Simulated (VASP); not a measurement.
Here is a VASP 6.6.1 calculation.

INCAR

```
SYSTEM = CS3
  PREC = Accurate
  ENCUT = 520
  EDIFF = 1E-7
  ISMEAR = 0
  SIGMA = 0.1
  LREAL = .FALSE.
  LASPH = .TRUE.
  NELM = 80
  ALGO = Normal
  ISIF = 2
  LWAVE = .FALSE.
  LCHARG = .TRUE.
  GGA = PE
  IVDW = 12
  LELF = .TRUE.
  LVHAR = .TRUE.
  NBANDS = 32
```

KPOINTS

```
Automatic mesh
0
G
  6 4 2
  0 0 0
```

File POSCAR:

```
CS3
1.0
    3.4670096472      0.0000000000      0.0000000000
    0.0000000000      5.4386257403      0.0000000000
   -1.0409915404      0.0000000000      7.9396028351
C S
2 6
Direct
    0.2644929506      0.2511130508      0.9752790057
    0.2644929506      0.7488869492      0.9752790057
    0.2013600309      0.7486005405      0.1781104796
    0.2013600309      0.2513994595      0.1781104796
    0.7260719241      0.6790949204      0.4968205769
    0.7260719241      0.3209050796      0.4968205769
    0.4011163706      0.5000000000      0.8610263606
    0.2110817211      0.0000000000      0.8384882086
```

Potentials or basis: VASP PAW PBE potentials, release 64 (C, S).

The run is started by

```bash
$ cat potpaw_PBE.64/C/POTCAR potpaw_PBE.64/S/POTCAR > POTCAR
$ mpirun -np 1 vasp_std > vasp.out
```

Q: Estimate the band gap on the k mesh.

A: Zero (band 22 reaches 4.96 eV, above the bottom of band 23 at 3.71 eV).

Q: Predict the dispersion energy per atom.

A: -0.249 eV.

Q: What does it give for the pressure?

A: -0.8 GPa.

Forces on the atoms (eV/Å):
```
C   -0.025  0.015  0.069
C   -0.025 -0.015  0.069
S    0.035 -0.028 -0.199
S    0.035  0.028 -0.199
S    0.013 -0.393 -0.002
S    0.013  0.393 -0.002
S   -0.049  0.000  0.122
S    0.004  0.000  0.142
```

Caveat: the k points lie up to 0.40 Å⁻¹ apart; pairwise dispersion overbinds metals, which lowers pressure and volume.
